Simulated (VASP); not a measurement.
# TiO2 in VASP: further runs

Runs on TiO2. Level: PBEsol+D3(BJ). Tasks: single point.

All numbers are computed with VASP 6.6.1; they aren't measurements. Logs are shortened: lines on timing, memory, paths and dates and some standing lists are left out, and cuts for length are marked.

### 1 The cell of the first run

It takes space group R-3m (No. 166, trigonal). Conventional cell: a = 2.995 Å, b = 2.995 Å, c = 20.945 Å, α = 90.00°, β = 90.00°, γ = 120.00°. Within 2.6 Å of Ti (site symmetry -3m) lie 6 O at 1.98 Å. Within 2.6 Å of O (site symmetry 3m) lie 3 Ti at 1.98 Å and 3 O at 2.60 Å.

### 2 Single point, PBEsol+D3(BJ)

Contents of INCAR:

```
SYSTEM = TiO2
PREC     = Accurate       ! precision mode
ENCUT    = 520            ! plane-wave cutoff, eV
EDIFF    = 1E-7           ! SCF threshold, eV
ISMEAR   = 0              ! smearing method
SIGMA    = 0.01           ! smearing width, eV
LREAL    = .False.        ! projectors in reciprocal space
LASPH    = .True.         ! aspherical terms in the spheres
NELM     = 100            ! most SCF steps
ALGO     = Normal         ! electronic algorithm
ISIF     = 2              ! what is computed and relaxed
LWAVE    = .False.        ! write WAVECAR
LCHARG   = .True.         ! write CHGCAR
GGA      = PS             ! functional
IVDW     = 12             ! dispersion correction
LELF     = .True.         ! ELF
LVHAR    = .True.       
NBANDS   = 19             ! bands
```

Contents of KPOINTS:

```
regular mesh
0
Gamma
  8 8 8
  0 0 0
```

Contents of POSCAR:

```
TiO2
1.0
    1.4973310000      0.8644850000      6.9815440000
   -1.4973310000      0.8644850000      6.9815440000
    0.0000000000     -1.7289690000      6.9815440000
Ti O
1 2
Direct
    0.0000000000      0.0000000000      0.0000000000
    0.6204670000      0.6204670000      0.6204670000
    0.3795330000      0.3795330000      0.3795330000
```

Potentials or basis: VASP PAW PBE potentials, release 64 (Ti_sv, O).

Command:

```bash
$ cat potpaw_PBE.64/Ti_sv/POTCAR potpaw_PBE.64/O/POTCAR > POTCAR
$ mpirun -np 1 vasp_std > vasp.out
```

OUTCAR:

```text
SYSTEM = TiO2
   PREC = Accurate
   ENCUT = 520
   EDIFF = 1E-7
   ISMEAR = 0
   LREAL = .False.
   LASPH = .True.
   NELM = 100
   ISIF = 2
   GGA = PS
   IVDW = 12
 IVDW          = 12

 ion  position               nearest neighbor table
   1  0.000  0.000  0.000-   2 1.98   2 1.98   3 1.98   3 1.98   2 1.98   3 1.98
   2  0.620  0.620  0.620-   1 1.98   1 1.98   1 1.98
   3  0.380  0.380  0.380-   1 1.98   1 1.98   1 1.98

  LATTYP: Found a trigonal (rhomboedric) cell.
 ALAT       =     7.1924468064
 COS(alpha) =     0.9133212835

  Lattice vectors:

 A1 = (   1.4973310000,   0.8644850000,   6.9815440000)
 A2 = (  -1.4973310000,   0.8644850000,   6.9815440000)
 A3 = (   0.0000000000,  -1.7289690000,   6.9815440000)

Analysis of symmetry for initial positions (statically):
=====================================================================
 Subroutine PRICEL returns:
 Original cell was already a primitive cell.

 Routine SETGRP: Setting up the symmetry group for a
 trigonal (rhombohedral) supercell.

 Subroutine GETGRP returns: Found 12 space group operations
 (whereof 12 operations were pure point group operations)
 out of a pool of 12 trial point group operations.

The static configuration has the point symmetry D_3d.

Analysis of symmetry for dynamics (positions and initial velocities):
=====================================================================
 Subroutine PRICEL returns:
 Original cell was already a primitive cell.

 Routine SETGRP: Setting up the symmetry group for a
 trigonal (rhombohedral) supercell.

 Subroutine GETGRP returns: Found 12 space group operations
 (whereof 12 operations were pure point group operations)
 out of a pool of 12 trial point group operations.

The dynamic configuration has the point symmetry D_3d.

 Subroutine INISYM returns: Found 12 space group operations
 (whereof 12 operations are pure point group operations),
 and found     1 'primitive' translations

----------------------------------------------------------------------------------------

                                     Primitive cell

  volume of cell :      54.2223

  direct lattice vectors                    reciprocal lattice vectors
     1.497331000  0.864485000  6.981544000     0.333927502  0.192793086  0.047744921
    -1.497331000  0.864485000  6.981544000    -0.333927502  0.192793086  0.047744921
     0.000000000 -1.728969000  6.981544000     0.000000000 -0.385586172  0.047744949

  length of vectors
     7.192446806  7.192446806  7.192446762     0.388530987  0.388530987  0.388530920

  position of ions in fractional coordinates (direct lattice)
     0.000000000  0.000000000  0.000000000
     0.620467000  0.620467000  0.620467000
     0.379533000  0.379533000  0.379533000

  ion indices of the primitive-cell ions
   primitive index   ion index
                 1           1
                 2           2
                 3           3

----------------------------------------------------------------------------------------

 KPOINTS: regular mesh

Automatic generation of k-mesh.
 Grid dimensions read from file:
 generate k-points for:    8    8    8

 Generating k-lattice:

  Cartesian coordinates                     Fractional coordinates (reciprocal lattice)
     0.041740938  0.024099136  0.005968115     0.125000000 -0.000000000  0.000000000
    -0.041740938  0.024099136  0.005968115    -0.000000000  0.125000000  0.000000000
     0.000000000 -0.048198271  0.005968119     0.000000000  0.000000000  0.125000000

  Length of vectors
     0.048566373  0.048566373  0.048566365

  Shift w.r.t. Gamma in fractional coordinates (k-lattice)
     0.000000000  0.000000000  0.000000000

 Subroutine IBZKPT returns following result:
 ===========================================

 Found     65 irreducible k-points:

 Following reciprocal coordinates:
            Coordinates               Weight
  0.000000  0.000000  0.000000      1.000000
  0.125000  0.000000 -0.000000      6.000000
  0.250000  0.000000 -0.000000      6.000000
  0.375000  0.000000 -0.000000      6.000000
  0.500000  0.000000 -0.000000      3.000000
  0.125000  0.125000 -0.000000      6.000000
[... 16 lines left out ...]
  0.250000  0.125000  0.125000      6.000000
  0.375000  0.125000  0.125000      6.000000
 [... further k-points ...]
   k-points           NKPTS =     65   k-points in BZ     NKDIM =     65   number of bands    NBANDS=     19
   number of dos      NEDOS =    301   number of ions     NIONS =      3
   total plane-waves  NPLWV = 157464
   dimension x,y,z NGX =    54 NGY =   54 NGZ =   54
   dimension x,y,z NGXF=   108 NGYF=  108 NGZF=  108
   ions per type =               1   2
   NGX,Y,Z   is equivalent  to a cutoff of  12.48, 12.48, 12.48 a.u.
   NGXF,Y,Z  is equivalent  to a cutoff of  24.96, 24.96, 24.96 a.u.
 SYSTEM =  TiO2
   PREC   = accura    normal or accurate (medium, high low for compatibility)
   ISTART =      0    job   : 0-new  1-cont  2-samecut
   ICHARG =      2    charge: 1-file 2-atom 10-const
   ISPIN  =      1    spin polarized calculation?
   LNONCOLLINEAR =      F non collinear calculations
   LSORBIT =      F    spin-orbit coupling
   LASPH  =      T    aspherical Exc in radial PAW
   ENCUT  =  520.0 eV  38.22 Ry    6.18 a.u.  13.37 13.37 13.37*2*pi/ulx,y,z
   NELM   =    100;   NELMIN=  2; NELMDL= -5     # of ELM steps
   EDIFF  = 0.1E-06   stopping-criterion for ELM
   LREAL  =      F    real-space projection
   EDIFFG = 0.1E-05   stopping-criterion for IOM
   NSW    =      0    number of steps for IOM
   IBRION =     -1    ionic relax: 0-MD 1-quasi-New 2-CG
   NFREE  =      0    steps in history (QN), initial steepest desc. (CG)
   ISIF   =      2    stress and relaxation
   ISYM   =      2    0-nonsym 1-usesym 2-fastsym
   POTIM  = 0.5000    time-step for ionic-motion
   TEBEG  =    0.0;   TEEND  =   0.0 temperature during run
   PSTRESS=    0.0 pullay stress
   NELECT =      24.0000    total number of electrons
   NUPDOWN=      -1.0000    fix difference up-down
   EMIN   =  10.00;   EMAX   =-10.00  energy-range for DOS
   EFERMI =   0.00;   METHOD = LEGACY
   ISMEAR =     0;   SIGMA  =   0.01  broadening in eV -4-tet -1-fermi 0-gaus
   EFERMI_NEDOS =   21; number of points for ismear=-14 and -15
   IALGO  =     38    algorithm
   IMIX   =      4    mixing-type and parameters
     AMIX     =   0.40;   BMIX     =  1.00
     AMIX_MAG =   1.60;   BMIX_MAG =  1.00
  volume/ion in A,a.u.               =      18.07       121.97
  Fermi-wavevector in a.u.,A,eV,Ry     =   1.247630  2.357680 21.178580  1.556582
  Thomas-Fermi vector in A             =   2.381754
   LORBIT       =      0    0 simple, 1 ext, 2 COOP (PROOUT), +10 PAW based schemes
   GGA     = PS    functional components
   LHFCALC =     F    Hartree Fock is set to
   AEXX    =    0.0000 exact exchange contribution
   IVDW    =    12    specifies the selected vdW correction
   LEPSILON=     F    determine dielectric tensor
   LRPA    =     F    only Hartree local field effects (RPA)
 non-spin polarized calculation
 Gauss-broadening in eV      SIGMA  =   0.01
  energy-cutoff  :      520.00
  volume of cell :       54.22
 maximum number of plane-waves:      1507
 NGX is ok and might be reduce to    54
   NGX = 27   NGY = 27   NGZ = 27

 number of electron      24.0000006 magnetization

 Free energy of the ion-electron system (eV)
  ---------------------------------------------------
  ext. energy  EPLUGINS =         0.00000000
  ---------------------------------------------------
  free energy    TOTEN  =       -27.63115022 eV

  energy without entropy =      -27.63115022  energy(sigma->0) =      -27.63115022

 E-fermi :  -1.0129     XC(G=0):  -7.7385

 val. band max:       -1.1977214899   @ k =  -0.1250   0.1250   0.0000
 cond. band min:       1.4604878479   @ k =   0.0000   0.0000   0.0000
 fundamental gap:      2.6582093379
 Fermi energy:        -1.0128835737

 k-point     1 :       0.0000    0.0000    0.0000
  band No.  band energies     occupation
      1     -57.3064      2.00000
      2     -33.6782      2.00000
      3     -33.3971      2.00000
      4     -33.3971      2.00000
      5     -18.5075      2.00000
      6     -16.7247      2.00000
[... 11 lines left out ...]
     18       5.9245      0.00000
     19       9.0720      0.00000

 k-point     2 :       0.1250    0.0000   -0.0000
  band No.  band energies     occupation
      1     -57.2960      2.00000
      2     -33.6597      2.00000
      3     -33.4854      2.00000
      4     -33.4137      2.00000
      5     -18.3088      2.00000
      6     -16.8253      2.00000
[... 11 lines left out ...]
     18       6.3980      0.00000
     19       9.6091      0.00000

 k-point     3 :       0.2500    0.0000   -0.0000
  band No.  band energies     occupation
      1     -57.2709      2.00000
      2     -33.6963      2.00000
      3     -33.6114      2.00000
      4     -33.4535      2.00000
      5     -17.8455      2.00000
      6     -17.0354      2.00000
[... 11 lines left out ...]
     18       7.5510      0.00000
     19      10.6014      0.00000

 k-point     4 :       0.3750    0.0000   -0.0000
  band No.  band energies     occupation
      1     -57.2457      2.00000
      2     -33.8956      2.00000
      3     -33.5666      2.00000
      4     -33.4929      2.00000
      5     -17.5778      2.00000
      6     -17.0199      2.00000
[... 407 lines left out ...]
     18       5.9970      0.00000
     19       8.8142      0.00000

 k-point    23 :       0.2500    0.1250    0.1250
  band No.  band energies     occupation
      1     -57.2960      2.00000
      2     -33.6597      2.00000
      3     -33.4854      2.00000
      4     -33.4137      2.00000
      5     -18.3088      2.00000
      6     -16.8254      2.00000
[... 11 lines left out ...]
     18       6.4930      0.00000
     19       9.2244      0.00000

 k-point    24 :       0.3750    0.1250    0.1250
  band No.  band energies     occupation
      1     -57.2709      2.00000
      2     -33.6963      2.00000
      3     -33.6114      2.00000
      4     -33.4535      2.00000
      5     -17.8455      2.00000
      6     -17.0356      2.00000
[... 11 lines left out ...]
     18       7.6003      0.00000
     19      10.2990      0.00000

 [... further k-points ...]

------------------------ aborting loop because EDIFF is reached ----------------------------------------

 Edisp (eV)   -0.35064

 E8    (eV) :    -0.2171

  FORCE on cell =-STRESS in cart. coord.  units (eV):
  Direction    XX          YY          ZZ          XY          YZ          ZX
  --------------------------------------------------------------------------------------
  -------------------------------------------------------------------------------------
  Total      -1.94101    -1.94101    -1.08399     0.00000    -0.00000     0.00000
  in kB     -57.35367   -57.35370   -32.03000     0.00000    -0.00000     0.00000
  external pressure =      -48.91 kB  Pullay stress =        0.00 kB

 VOLUME and BASIS-vectors are now :
 -----------------------------------------------------------------------------
  energy-cutoff  :      520.00
  volume of cell :       54.22
      direct lattice vectors                 reciprocal lattice vectors
     1.497331000  0.864485000  6.981544000     0.333927502  0.192793086  0.047744921
    -1.497331000  0.864485000  6.981544000    -0.333927502  0.192793086  0.047744921
     0.000000000 -1.728969000  6.981544000     0.000000000 -0.385586172  0.047744949

 POSITION                                       TOTAL-FORCE (eV/Angst)
 -----------------------------------------------------------------------------------
      0.00000      0.00000      0.00000         0.000000      0.000000      0.000000
      0.00000      0.00000     12.99545         0.000000      0.000000      0.386640
      0.00000      0.00000      7.94918         0.000000     -0.000000     -0.386640
 -----------------------------------------------------------------------------------
    total drift:                                0.000000     -0.000000     -0.000000

  FREE ENERGIE OF THE ION-ELECTRON SYSTEM (eV)
  ---------------------------------------------------
  free  energy   TOTEN  =       -27.9817857885 eV

  energy  without entropy=      -27.9817857885  energy(sigma->0) =      -27.98178579
```

It took 3.2 min on 1 thread of Intel Xeon 6975P-C (Granite Rapids), shared host; peak memory 0.38 GiB.

What came out:

| Item | Value |
| --- | --- |
| Free energy | -27.9818 eV |
| Pressure | -4.9 GPa |
| Largest force | 0.387 eV/Å |
| Band gap on the k mesh | 2.66 eV (least direct gap 2.83 eV) |
| Dispersion energy per atom | -0.117 eV |

Forces on the atoms (eV/Å):
```
Ti   0.000  0.000  0.000
O    0.000  0.000  0.387
O    0.000  0.000 -0.387
```

Stress tensor (GPa, compression positive):
```
-5.74  0.00  0.00
 0.00 -5.74  0.00
 0.00  0.00 -3.20
```

Caveat: the cell stands under tension; the PAW data sets were made with another functional, which shifts forces and pressure a little.

### 3 Single point, PBEsol+D3(BJ)

Contents of INCAR:

```
PREC = Accurate
ENCUT = 520
EDIFF = 1E-7
ISMEAR = 0
SIGMA = 0.01
LREAL = False
LASPH = True
NELM = 100
ALGO = Normal
ISIF = 2
LWAVE = False
LCHARG = True
GGA = PS
IVDW = 12
LELF = True
LVHAR = True
NBANDS = 19
```

Contents of KPOINTS:

```
regular mesh
0
Gamma
  8 8 8
```

POSCAR, as its differences from that of step 2:

```diff
@@ -8,3 +8,3 @@
 Direct
-    0.0000000000      0.0000000000      0.0000000000
+    0.0033392750     -0.0033392750      0.0000000000
     0.6204670000      0.6204670000      0.6204670000
```

Potentials or basis: VASP PAW PBE potentials, release 64 (Ti_sv, O).

Command:

```bash
$ cat potpaw_PBE.64/Ti_sv/POTCAR potpaw_PBE.64/O/POTCAR > POTCAR
$ mpirun -np 1 vasp_std > vasp.out
```

It took 7.3 min on 1 thread of Intel Xeon 6975P-C (Granite Rapids), shared host; peak memory 0.45 GiB.

Results (log left out):

- Free energy: -27.9818 eV
- Pressure: -4.9 GPa
- Largest force: 0.386 eV/Å
- Band gap on the k mesh: 2.66 eV (least direct gap 2.83 eV)
- Dispersion energy per atom: -0.117 eV

Forces on the atoms (eV/Å):
```
Ti  -0.006  0.000  0.000
O    0.003  0.001  0.386
O    0.003 -0.001 -0.386
```

Stress tensor (GPa, compression positive):
```
-5.72  0.00  0.00
 0.00 -5.73  0.00
 0.00  0.00 -3.20
```

Levels at points of the mesh, in eV from the valence-band top:
```tsv
k point	band 8	band 9	band 10	band 11	band 12	band 13	band 14	band 15	band 16	band 17
(0.00, 0.00, 0.00)	-3.61	-3.61	-0.60	-0.17	-0.17	2.66	2.66	4.37	6.87	6.87
(0.50, 0.00, 0.00)	-2.76	-2.56	-1.67	-1.20	-0.64	2.91	3.70	3.77	6.31	6.76
(0.00, 0.00, 0.50)	-2.76	-2.56	-1.67	-1.20	-0.64	2.91	3.70	3.77	6.31	6.76
(0.50, 0.50, 0.00)	-2.76	-2.56	-1.68	-1.20	-0.63	2.91	3.70	3.77	6.30	6.76
(0.50, 0.00, 0.50)	-2.76	-2.56	-1.68	-1.20	-0.63	2.91	3.70	3.77	6.30	6.76
(0.50, 0.50, 0.50)	-3.61	-3.61	-0.66	-0.17	-0.17	2.66	2.66	4.38	6.87	6.87
```

Caveat: the cell stands under tension; the PAW data sets were made with another functional, which shifts forces and pressure a little.
